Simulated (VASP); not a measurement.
Set up this calculation in VASP 6.6.1, as the native input.

* Task: single point
* Functional: PBE-based screened hybrid with 50 % exact exchange
* Potentials or basis: VASP PAW PBE potentials, release 64 (Pt, S)
* Cutoff: 520 eV
* k mesh: 6 × 6 × 2
* Occupations: gaussian, width 0.01 eV
* Spin: no spin polarisation
* Dipole correction: no
* Grid for exact exchange (PRECFOCK): Normal
* Share of exact exchange: 0.5
* Further INCAR settings: ALGO = Normal; EDIFF = 1e-06; NBANDS = 18
* Screening parameter: 0.5 1/Å

The system is PtS2.

```xyz
3
Lattice="3.5526 0.0000 0.0000 -1.7763 3.0767 0.0000 0.0000 0.0000 5.1228" Properties=species:S:1:pos:R:3 pbc="T T T"
Pt    0.0000    0.0000    0.0000
S     0.0000    2.0511    1.2257
S     1.7763    1.0256    3.8972
```

One way to write it, as run:

POSCAR

```
PtS2
1.0
    3.5526240934      0.0000000000      0.0000000000
   -1.7763120467      3.0766627150      0.0000000000
    0.0000000000      0.0000000000      5.1228306371
Pt S
1 2
Direct
    0.0000000000      0.0000000000      0.0000000000
    0.3333333333      0.6666666667      0.2392542165
    0.6666666667      0.3333333333      0.7607457835
```

INCAR.step1

```
SYSTEM = PtS2
  PREC = Accurate
  ENCUT = 520
  EDIFF = 1E-5
  ISMEAR = 0
  SIGMA = 0.01
  LREAL = .False.
  LASPH = .True.
  NELM = 60
  ALGO = Normal
  ISIF = 2
  LWAVE = .True.
  NBANDS = 18
  GGA = PE
```

INCAR.step2

```
SYSTEM = PtS2
  PREC = Accurate
  ENCUT = 520
  EDIFF = 1E-6
  ISMEAR = 0
  SIGMA = 0.01
  LREAL = .False.
  LASPH = .True.
  NELM = 60
  ALGO = Normal
  ISIF = 2
  LWAVE = .False.
  LCHARG = .True.
  GGA = PE
  LHFCALC = .True.
  AEXX = 0.5
  HFSCREEN = 0.5
  PRECFOCK = Normal
  LELF = .True.
  LVHAR = .True.
  NBANDS = 18
  ISTART = 1
```

KPOINTS

```
regular mesh
0
Gamma
  6 6 2
  0 0 0
```

Potentials or basis: VASP PAW PBE potentials, release 64 (Pt, S).

Launch:

```console
$ cat potpaw_PBE.64/Pt/POTCAR potpaw_PBE.64/S/POTCAR > POTCAR
$ cp INCAR.step1 INCAR
$ mpirun -np 1 vasp_std > vasp.out
$ cp INCAR.step2 INCAR
$ mpirun -np 1 vasp_std > vasp.out
```

It gave:

```json
{
  "Pressure": "-3.1 GPa",
  "Largest force": "0.549 eV/Å",
  "Band gap on the k mesh": "1.34 eV (least direct gap 2.33 eV)"
}
```

Caveat: the k points lie up to 0.61 Å⁻¹ apart; the PAW data sets were made with another functional, which shifts forces and pressure a little; spin-orbit coupling is left out, which moves the levels of the heavy elements.

It took 24 min on 1 thread of Oxide Virtual Turin-like Processor, with other jobs on the host, peak memory 0.26 GiB.
